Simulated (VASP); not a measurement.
A run of VASP 6.6.1 is set up as follows.

Contents of POSCAR:

```
HfTi3O8
1.0
    4.8965023158      0.0811207154      0.0693240694
    0.0828270336      4.8830145036      0.0504340618
   -0.7693207698      0.0343363053      5.1676327351
Hf Ti O
1 3 8
Direct
    0.2858885624      0.4642228607      0.7136835461
    0.7517836646      0.9647685877      0.8041752395
    0.7276785858      0.5512590727      0.2799364082
    0.2743006216      0.0469855548      0.2148705112
    0.4592147790      0.7764440070      0.9430489401
    0.5598139934      0.2146899132      0.5475590222
    0.5442948128      0.2747897895      0.0554237712
    0.4243135447      0.7272894314      0.4194838499
    0.0555603686      0.2963146104      0.3670357016
    0.9443849727      0.8016540416      0.1413945364
    0.9151406678      0.6940312592      0.6314898782
    0.0576254267      0.1875508720      0.8818985953
```

File INCAR.step1:

```
  PREC = Accurate
  ENCUT = 520
  ISMEAR = -1
  SIGMA = 0.02
  LREAL = False
  LASPH = True
  NELM = 60
  NBANDS = 59
  GGA = PE
  ALGO = Normal
  EDIFF = 1E-4
  LWAVE = True
  LCHARG = False
```

File INCAR.step2:

```
  PREC = Accurate
  ENCUT = 520
  EDIFF = 1E-6
  ISMEAR = -1
  SIGMA = 0.02
  LREAL = False
  LASPH = True
  NELM = 60
  ALGO = Normal
  ISIF = 2
  LWAVE = False
  LCHARG = True
  METAGGA = R2SCAN
  LMIXTAU = True
  LELF = True
  LVHAR = True
  NBANDS = 59
  ISTART = 1
```

File KPOINTS:

```
regular mesh
0
Gamma
  6 6 4
```

Potentials or basis: VASP PAW PBE potentials, release 64 (Hf_pv, Ti_sv, O).

Run with:

```console
$ cat potpaw_PBE.64/Hf_pv/POTCAR potpaw_PBE.64/Ti_sv/POTCAR potpaw_PBE.64/O/POTCAR > POTCAR
$ cp INCAR.step1 INCAR
$ mpirun -np 1 vasp_std > vasp.out
$ cp INCAR.step2 INCAR
$ mpirun -np 1 vasp_std > vasp.out
```

**Question.** Predict the largest force.

**Answer.** 0.272 eV/Å.

**Question.** Estimate the pressure.

**Answer.** 0.1 GPa.

Stress tensor (GPa, compression positive):
```
 0.23 -0.06 -0.13
-0.06  0.16  0.01
-0.13  0.01 -0.22
```

Caveat: the PAW data sets were made with another functional, which shifts forces and pressure a little.
